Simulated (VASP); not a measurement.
Wanted: the native input for a VASP 6.6.1 run.

- Task: single point
- Functional: LDA
- Potentials or basis: VASP PAW LDA potentials, release 64 (Si, Ti_sv)
- Cutoff: 520 eV
- k mesh: 2 × 2 × 2
- Occupations: fermi-dirac, width 0.02 eV
- Spin: no spin polarisation
- Dipole correction: no
- Further INCAR settings: LREAL = Auto; ALGO = Normal; EDIFF = 1e-06; NBANDS = 52

The structure of TiSi16 (a cell with a defect) lies in POSCAR:

```
TiSi16
1.0
    0.0000000000      5.4300000000      5.4300000000
    5.4300000000      0.0000000000      5.4300000000
    5.4300000000      5.4300000000      0.0000000000
Si Ti
16 1
Direct
   -0.0105215470     -0.0102985267      0.0341252302
    0.1217698895      0.1219783610      0.1499752302
   -0.0064344383     -0.0063318600      0.5316081031
    0.1074452118      0.1076021179      0.6683452118
    0.0109886740      0.4958461326     -0.0045288214
    0.1299541436      0.6099828729      0.1368093923
    0.0033746777      0.4715356354      0.5145897790
    0.1437918048      0.6097253223      0.6211369245
    0.4956593923      0.0110325046     -0.0043126151
    0.6097311234      0.1300797422      0.1370121547
    0.4714057090      0.0033657459      0.5148202578
    0.6096176796      0.1437526703      0.6213486188
    0.5028731123      0.5029797422     -0.0188458564
    0.6415415285      0.6416116943      0.0750035912
    0.5100745856      0.5099922652      0.4486703499
    0.6154072744      0.6154350829      0.6071641805
    0.8545433702      0.8546511050      0.4259555249
```

The input as run:

INCAR

```
SYSTEM = TiSi16
ALGO = Normal ; EDIFF = 1E-6
ENCUT = 520 ; ISIF = 2
ISMEAR = -1 ; LASPH = .TRUE.
LCHARG = .FALSE. ; LREAL = Auto
LWAVE = .FALSE. ; NBANDS = 52
NELM = 100 ; PREC = Accurate
SIGMA = 0.02
```

KPOINTS

```
k-points
0
G
  2 2 2
  0 0 0
```

Potentials or basis: VASP PAW LDA potentials, release 64 (Si, Ti_sv).

Run with:

```sh
$ cat potpaw_LDA.64/Si/POTCAR potpaw_LDA.64/Ti_sv/POTCAR > POTCAR
$ mpirun -np 1 vasp_std > vasp.out
```

Results of the run:

```
Pressure               : -0.3 GPa
Largest force          : 1.517 eV/Å
Band gap on the k mesh : zero (band 38 reaches 6.82 eV, above the bottom of band 39 at 6.48 eV)
```

Caveat: the k points lie up to 0.50 Å⁻¹ apart.

Run time: 6.1 min on 1 thread of Intel(R) Xeon(R) Platinum 8259CL CPU @ 2.50GHz (Skylake/Cascade Lake) (shared host), peak memory 0.39 GiB.
